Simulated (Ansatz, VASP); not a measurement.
**One calculation of Zr2N, two programs**

```
Zr N
1.0
     5.41705    0.00000    0.00000
     0.00000    5.41705    0.00000
     0.00000    0.00000    3.30044
Zr N
4 2
Direct
  0.29657 0.29657 0.00000
  0.70343 0.70343 0.00000
  0.79657 0.20343 0.50000
  0.20343 0.79657 0.50000
  0.00000 0.00000 0.00000
  0.50000 0.50000 0.50000
```

Alike in both runs: functional r2SCAN; k mesh 8 × 8 × 10; occupations gaussian, width 0.1 eV; no spin polarisation.

Ansatz relaxed the structure, and its values are those at the end. VASP's run is a single point on that final structure, the one shown.

|  | VASP | Ansatz |
| --- | --- | --- |
| version | VASP 6.6.1 | Ansatz 0.2.0 |
| potentials or method | VASP PAW PBE potentials, release 64 (Zr_sv, N), cutoff 520 eV | scalar-relativistic, plane waves, PAW |
| valence electrons in the cell | 58 | 58 |

Ansatz gave:

* gap on the k mesh at the Fermi level (eV): none
* pressure (GPa): 0.0

**Question.** Which values does VASP return?

**Answer.** gap on the k mesh at the Fermi level (eV): none; pressure (GPa): 0.1.

VASP's potentials were made for PBE, not for r2SCAN. A gap of «none» marks a metal or a gap that the smearing closes. With one functional, cell and mesh, what is left measures potentials, basis and numerics.
